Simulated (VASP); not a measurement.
# TiO2 in VASP: single point with r2SCAN+U

Aim: the single point of TiO2 with r2SCAN+U.

Program: VASP 6.6.1. These are calculated values, not measurements. Logs are shortened: lines on timing, memory, paths and dates and some standing lists are left out, and cuts for length are marked.

**1. The cell of the first run**

The typed cell holds 6 atoms: a = 5.518 Å, b = 5.518 Å, c = 5.518 Å, α = 139.79°, β = 139.78°, γ = 58.18°.

**2. Single point, r2SCAN+U, collinear spin**

The input, POSCAR:

```
TiO2
1.0
   -1.8965984750      1.8970553328      4.8223289769
    1.8975428350     -1.8970846439      4.8220503703
    1.8965941106      1.8970798333     -4.8222630605
Ti O
2 4
Direct
    0.0078034688      0.0030889339      0.0142315337
    0.7577861708      0.2531106770      0.5142340266
    0.2141219453      0.2094568080      0.0142584067
    0.9641290051      0.4594246467      0.5142316388
    0.5514689620      0.0467462374      0.5142093413
    0.8014609579      0.7967793069      1.0142370928
```

The input, INCAR.step1:

```
PREC = Accurate ; ENCUT = 520
ISMEAR = -1 ; SIGMA = 0.0387
LREAL = False ; LASPH = True
NELM = 150 ; ISPIN = 2
MAGMOM = 1 1 0 0 0 0 ; LMAXMIX = 4
LDAU = True ; LDAUTYPE = 1
LDAUL = 2 -1 ; LDAUU = 4.3 0
LDAUJ = 0.93 0 ; NBANDS = 37
GGA = PE ; ALGO = Normal
EDIFF = 1E-4 ; LWAVE = True
LCHARG = False
```

The input, INCAR.step2:

```
PREC = Accurate ; ENCUT = 520
EDIFF = 1E-7 ; ISMEAR = -1
SIGMA = 0.0387 ; LREAL = False
LASPH = True ; NELM = 150
ALGO = Normal ; ISIF = 2
LWAVE = False ; LCHARG = False
ISPIN = 2 ; MAGMOM = 1 1 0 0 0 0
LORBIT = 11 ; LMAXMIX = 4
LDAU = True ; LDAUTYPE = 1
LDAUL = 2 -1 ; LDAUU = 4.3 0
LDAUJ = 0.93 0 ; LDAUPRINT = 1
METAGGA = R2SCAN ; LMIXTAU = True
NBANDS = 37 ; ISTART = 1
```

The input, KPOINTS:

```
Automatic mesh
0
Gamma
  5 5 7
  0.5 0.5 0
```

Potentials or basis: VASP PAW PBE potentials, release 64 (Ti_sv, O).

On the command line:

```console
$ cat potpaw_PBE.64/Ti_sv/POTCAR potpaw_PBE.64/O/POTCAR > POTCAR
$ cp INCAR.step1 INCAR
$ mpirun -np 1 vasp_std > vasp.out
$ cp INCAR.step2 INCAR
$ mpirun -np 1 vasp_std > vasp.out
```

OUTCAR:

```text
PREC = Accurate
   ENCUT = 520
   EDIFF = 1E-7
   ISMEAR = -1
   LREAL = False
   LASPH = True
   NELM = 150
   ISIF = 2
   ISPIN = 2
   LORBIT = 11
   METAGGA = R2SCAN
   ISTART = 1

 ion  position               nearest neighbor table
   1  0.008  0.003  0.014-   5 1.94   4 1.94   4 1.94   5 1.94   6 1.99   3 1.99
   2  0.758  0.253  0.514-   3 1.94   6 1.94   6 1.94   3 1.94   5 1.99   4 1.99
   3  0.214  0.209  0.014-   2 1.94   2 1.94   1 1.99
   4  0.964  0.459  0.514-   1 1.94   1 1.94   2 1.99
   5  0.551  0.047  0.514-   1 1.94   1 1.94   2 1.99
   6  0.801  0.797  0.014-   2 1.94   2 1.94   1 1.99

  LATTYP: Found a base centered monoclinic cell.
 ALAT       =    14.9185837180
 B/A-ratio  =     0.2543227453
 C/A-ratio  =     0.2543228649
 COS(beta)  =    -0.7629415332

  Lattice vectors:

 A1 = (   5.6907310562,   1.8970750227,  -4.8224757507)
 A2 = (   5.6907354206,  -1.8970601434,  -4.8225416671)
 A3 = (  -3.7941369456,   0.0000048106,   0.0002126902)

Analysis of symmetry for initial positions (statically):
=====================================================================
 Subroutine PRICEL returns:
 Original cell was already a primitive cell.

 Routine SETGRP: Setting up the symmetry group for a
 base centered monoclinic supercell.

 Subroutine GETGRP returns: Found  2 space group operations
 (whereof  1 operations were pure point group operations)
 out of a pool of  4 trial point group operations.

The static configuration has the point symmetry C_1 .
 The point group associated with its full space group is S_2 .

Analysis of symmetry for dynamics (positions and initial velocities):
=====================================================================
 Subroutine PRICEL returns:
 Original cell was already a primitive cell.

 Routine SETGRP: Setting up the symmetry group for a
 base centered monoclinic supercell.

 Subroutine GETGRP returns: Found  2 space group operations
 (whereof  1 operations were pure point group operations)
 out of a pool of  4 trial point group operations.

The dynamic configuration has the point symmetry C_1 .
 The point group associated with its full space group is S_2 .

Analysis of structural, dynamic, and magnetic symmetry:
=====================================================================
 Subroutine PRICEL returns:
 Original cell was already a primitive cell.

 Routine SETGRP: Setting up the symmetry group for a
 base centered monoclinic supercell.

 Subroutine GETGRP returns: Found  2 space group operations
 (whereof  1 operations were pure point group operations)
 out of a pool of  4 trial point group operations.

The overall configuration has the point symmetry C_1 .
 The point group associated with its full space group is S_2 .

 Subroutine INISYM returns: Found  2 space group operations
 (whereof  1 operations are pure point group operations),
 and found     1 'primitive' translations

----------------------------------------------------------------------------------------

                                     Primitive cell

  volume of cell :      69.4177

  direct lattice vectors                    reciprocal lattice vectors
    -1.896598475  1.897055333  4.822328977     0.000006147  0.263562873  0.103688136
     1.897542835 -1.897084644  4.822050370     0.263570362 -0.000001498  0.103661527
     1.896594111  1.897079833 -4.822263061     0.263564884  0.263564978 -0.000025007

  length of vectors
     5.518220861  5.518312127  5.518170180     0.283225383  0.283222612  0.372737101

  position of ions in fractional coordinates (direct lattice)
     0.007803469  0.003088934  0.014231534
     0.757786171  0.253110677  0.514234027
     0.214121945  0.209456808  0.014258407
     0.964129005  0.459424647  0.514231639
     0.551468962  0.046746237  0.514209341
     0.801460958  0.796779307  0.014237093

  ion indices of the primitive-cell ions
   primitive index   ion index
                 1           1
                 2           2
                 3           3
                 4           4
                 5           5
[... 115 lines left out ...]
 NGX is ok and might be reduce to    42
   NGX = 21   NGY = 21   NGZ = 21

 number of electron      48.0000000 magnetization      -0.0000000

atom =   1  type =  1  l = 2

 onsite density matrix

spin component  1

  0.0982 -0.0000 -0.0000  0.0000 -0.0000
 -0.0000  0.0969 -0.0000 -0.0000 -0.0000
 -0.0000 -0.0000  0.2465  0.0000 -0.0000
  0.0000 -0.0000  0.0000  0.0969 -0.0000
 -0.0000 -0.0000 -0.0000 -0.0000  0.2474

spin component  2

  0.0982 -0.0000 -0.0000  0.0000 -0.0000
 -0.0000  0.0969 -0.0000 -0.0000 -0.0000
 -0.0000 -0.0000  0.2465  0.0000 -0.0000
  0.0000 -0.0000  0.0000  0.0969 -0.0000
 -0.0000 -0.0000 -0.0000 -0.0000  0.2474

 occupancies and eigenvectors

  o =  0.0969  v =  0.0000  0.0000  0.0000  0.0000  0.0000 -0.0000 -0.2207  0.0002 -0.9753 -0.0001      0.0000  0.0000  0.0000  0.0000  0.0000  0.0000  0.0000  0.0000  0.0000  0.0000
  o =  0.0969  v =  0.0000 -0.2180  0.0002 -0.9759 -0.0001  0.0000  0.0000  0.0000  0.0000  0.0000      0.0000  0.0000  0.0000  0.0000  0.0000  0.0000  0.0000  0.0000  0.0000  0.0000
  o =  0.0969  v =  0.0000  0.0000  0.0000  0.0000  0.0000 -0.0025 -0.9753 -0.0001  0.2207 -0.0000      0.0000  0.0000  0.0000  0.0000  0.0000  0.0000  0.0000  0.0000  0.0000  0.0000
  o =  0.0969  v = -0.0025 -0.9759 -0.0001  0.2180 -0.0000  0.0000  0.0000  0.0000  0.0000  0.0000      0.0000  0.0000  0.0000  0.0000  0.0000  0.0000  0.0000  0.0000  0.0000  0.0000
  o =  0.0982  v =  0.0000  0.0000  0.0000  0.0000  0.0000 -1.0000  0.0025 -0.0000 -0.0006 -0.0000      0.0000  0.0000  0.0000  0.0000  0.0000  0.0000  0.0000  0.0000  0.0000  0.0000
  o =  0.0982  v = -1.0000  0.0025 -0.0000 -0.0006 -0.0000  0.0000  0.0000  0.0000  0.0000  0.0000      0.0000  0.0000  0.0000  0.0000  0.0000  0.0000  0.0000  0.0000  0.0000  0.0000
  o =  0.2465  v =  0.0000  0.0000  0.0000  0.0000  0.0000  0.0000  0.0000 -1.0000 -0.0002 -0.0007      0.0000  0.0000  0.0000  0.0000  0.0000  0.0000  0.0000  0.0000  0.0000  0.0000
  o =  0.2465  v =  0.0000  0.0000 -1.0000 -0.0002 -0.0007  0.0000  0.0000  0.0000  0.0000  0.0000      0.0000  0.0000  0.0000  0.0000  0.0000  0.0000  0.0000  0.0000  0.0000  0.0000
  o =  0.2474  v =  0.0000  0.0000  0.0000  0.0000  0.0000  0.0000  0.0000  0.0007  0.0001 -1.0000      0.0000  0.0000  0.0000  0.0000  0.0000  0.0000  0.0000  0.0000  0.0000  0.0000
  o =  0.2474  v =  0.0000  0.0000  0.0007  0.0001 -1.0000  0.0000  0.0000  0.0000  0.0000  0.0000      0.0000  0.0000  0.0000  0.0000  0.0000  0.0000  0.0000  0.0000  0.0000  0.0000

atom =   2  type =  1  l = 2

 onsite density matrix

spin component  1

  0.0982 -0.0000 -0.0000  0.0000 -0.0000
 -0.0000  0.0969 -0.0000 -0.0000 -0.0000
 -0.0000 -0.0000  0.2465  0.0000 -0.0000
  0.0000 -0.0000  0.0000  0.0969 -0.0000
 -0.0000 -0.0000 -0.0000 -0.0000  0.2474

spin component  2

  0.0982 -0.0000 -0.0000  0.0000 -0.0000
 -0.0000  0.0969 -0.0000 -0.0000 -0.0000
 -0.0000 -0.0000  0.2465  0.0000 -0.0000
  0.0000 -0.0000  0.0000  0.0969 -0.0000
 -0.0000 -0.0000 -0.0000 -0.0000  0.2474

 occupancies and eigenvectors

  o =  0.0969  v =  0.0000  0.0000  0.0000  0.0000  0.0000 -0.0000 -0.2207  0.0002 -0.9753 -0.0001      0.0000  0.0000  0.0000  0.0000  0.0000  0.0000  0.0000  0.0000  0.0000  0.0000
  o =  0.0969  v =  0.0000 -0.2180  0.0002 -0.9759 -0.0001  0.0000  0.0000  0.0000  0.0000  0.0000      0.0000  0.0000  0.0000  0.0000  0.0000  0.0000  0.0000  0.0000  0.0000  0.0000
  o =  0.0969  v =  0.0000  0.0000  0.0000  0.0000  0.0000 -0.0025 -0.9753 -0.0001  0.2207 -0.0000      0.0000  0.0000  0.0000  0.0000  0.0000  0.0000  0.0000  0.0000  0.0000  0.0000
  o =  0.0969  v = -0.0025 -0.9759 -0.0001  0.2180 -0.0000  0.0000  0.0000  0.0000  0.0000  0.0000      0.0000  0.0000  0.0000  0.0000  0.0000  0.0000  0.0000  0.0000  0.0000  0.0000
  o =  0.0982  v =  0.0000  0.0000  0.0000  0.0000  0.0000 -1.0000  0.0025 -0.0000 -0.0006 -0.0000      0.0000  0.0000  0.0000  0.0000  0.0000  0.0000  0.0000  0.0000  0.0000  0.0000
  o =  0.0982  v = -1.0000  0.0025 -0.0000 -0.0006 -0.0000  0.0000  0.0000  0.0000  0.0000  0.0000      0.0000  0.0000  0.0000  0.0000  0.0000  0.0000  0.0000  0.0000  0.0000  0.0000
  o =  0.2465  v =  0.0000  0.0000  0.0000  0.0000  0.0000  0.0000  0.0000 -1.0000 -0.0002 -0.0007      0.0000  0.0000  0.0000  0.0000  0.0000  0.0000  0.0000  0.0000  0.0000  0.0000
  o =  0.2465  v =  0.0000  0.0000 -1.0000 -0.0002 -0.0007  0.0000  0.0000  0.0000  0.0000  0.0000      0.0000  0.0000  0.0000  0.0000  0.0000  0.0000  0.0000  0.0000  0.0000  0.0000
  o =  0.2474  v =  0.0000  0.0000  0.0000  0.0000  0.0000  0.0000  0.0000  0.0007  0.0001 -1.0000      0.0000  0.0000  0.0000  0.0000  0.0000  0.0000  0.0000  0.0000  0.0000  0.0000
  o =  0.2474  v =  0.0000  0.0000  0.0007  0.0001 -1.0000  0.0000  0.0000  0.0000  0.0000  0.0000      0.0000  0.0000  0.0000  0.0000  0.0000  0.0000  0.0000  0.0000  0.0000  0.0000

 number of electron      48.0000000 magnetization       0.0000000

 Free energy of the ion-electron system (eV)
  ---------------------------------------------------
  ext. energy  EPLUGINS =         0.00000000
  ---------------------------------------------------
  free energy    TOTEN  =       -65.42570155 eV

  energy without entropy =      -65.42570155  energy(sigma->0) =      -65.42570155

 E-fermi :   4.0585     XC(G=0): -11.3688

 val. band max:        3.0099466348   @ k =   0.5000   0.5000   0.0000
 cond. band min:       6.2331448802   @ k =  -0.1000  -0.1000   0.1429
 fundamental gap:      3.2231982454
 Fermi energy:         4.0585066366

 spin component 1

 k-point     1 :       0.1000    0.1000    0.0000
  band No.  band energies     occupation
      1     -56.3646      1.00000
      2     -56.3169      1.00000
      3     -31.7053      1.00000
      4     -31.5064      1.00000
      5     -31.4940      1.00000
      6     -31.4309      1.00000
[... 1865 lines left out ...]
     35      13.7144      0.00000
     36      15.7448      0.00000

 [... further k-points ...]

 [bands above 36 left out]

------------------------ aborting loop because EDIFF is reached ----------------------------------------

  FORCE on cell =-STRESS in cart. coord.  units (eV):
  Direction    XX          YY          ZZ          XY          YZ          ZX
  --------------------------------------------------------------------------------------
  -------------------------------------------------------------------------------------
  Total        2.0564636      2.0562081      1.6535546     -0.0000266     -0.0003713     -0.0006454
  in kB       47.4636931     47.4577941     38.1644521     -0.0006145     -0.0085694     -0.0148971
  external PRESSURE =      44.3619798 kB  Pullay stress =       0.0000000 kB

 VOLUME and BASIS-vectors are now :
 -----------------------------------------------------------------------------
  energy-cutoff  :      520.00
  volume of cell :       69.42
      direct lattice vectors                 reciprocal lattice vectors
    -1.896598475  1.897055333  4.822328977     0.000006147  0.263562873  0.103688136
     1.897542835 -1.897084644  4.822050370     0.263570362 -0.000001498  0.103661527
     1.896594111  1.897079833 -4.822263061     0.263564884  0.263564978 -0.000025007

 POSITION                                       TOTAL-FORCE (eV/Angst)
 -----------------------------------------------------------------------------------
      0.01805      0.03594     -0.01610        -0.000177     -0.000369      0.000179
      0.01837      1.93293      2.39503         0.000177      0.000369     -0.000179
      0.01839      0.03589      1.97382        -0.000137      0.000005      0.150667
      0.01850      1.93298      4.38496        -0.000204      0.000045      0.150555
      0.01803      1.93298      0.40512         0.000137     -0.000005     -0.150667
      0.01888      0.03587      7.63836         0.000204     -0.000045     -0.150555
 -----------------------------------------------------------------------------------
    total drift:                               -0.023886      0.002374     -0.022194

  FREE ENERGIE OF THE ION-ELECTRON SYSTEM (eV)
  ---------------------------------------------------
  free  energy   TOTEN  =       -65.4257015451 eV

  energy  without entropy=      -65.4257015451  energy(sigma->0) =      -65.42570155

 total charge

# of ion       s       p       d       tot
------------------------------------------
    1        2.226   6.305   1.544  10.075
    2        2.226   6.305   1.544  10.075
    3        1.575   3.553   0.000   5.127
    4        1.575   3.553   0.000   5.127
    5        1.575   3.553   0.000   5.127
    6        1.575   3.553   0.000   5.127
--------------------------------------------------
tot         10.750  26.822   3.088  40.660

 magnetization (x)

# of ion       s       p       d       tot
------------------------------------------
    1        0.000   0.000   0.000   0.000
    2        0.000   0.000   0.000   0.000
    3       -0.000  -0.000   0.000  -0.000
    4       -0.000  -0.000   0.000  -0.000
    5       -0.000  -0.000   0.000  -0.000
    6       -0.000  -0.000   0.000  -0.000
--------------------------------------------------
tot          0.000  -0.000   0.000  -0.000
```

It took 1.6 h on 1 thread of Oxide Virtual Turin-like, shared host; peak memory 0.52 GiB.

What came out:

| Property | Result |
| --- | --- |
| Free energy | -65.4257 eV |
| Pressure | 4.4 GPa |
| Largest force | 0.151 eV/Å |
| Band gap on the k mesh | 3.22 eV (least direct gap 3.43 eV) |
| Net moment | 0.00 μB per cell |
| Valence electrons inside the program's atomic spheres | Ti 10.07; O 5.13 |

Forces in eV/Å, atoms in the order of the input:
```
Ti   0.000  0.000  0.000
Ti   0.000  0.000  0.000
O    0.000  0.000  0.151
O    0.000  0.000  0.151
O    0.000  0.000 -0.151
O    0.000  0.000 -0.151
```

Eigenvalues of the final occupation matrices:
```csv
site,spin,trace,eigenvalues
site 1 d,1,0.79,0.10 0.10 0.10 0.25 0.25
site 1 d,2,0.79,0.10 0.10 0.10 0.25 0.25
site 2 d,1,0.79,0.10 0.10 0.10 0.25 0.25
site 2 d,2,0.79,0.10 0.10 0.10 0.25 0.25
```

Caveat: the cell stands under pressure; the PAW data sets were made with another functional, which shifts forces and pressure a little; a shifted mesh leaves out Γ, where band edges can lie. A k mesh can miss the band edges.
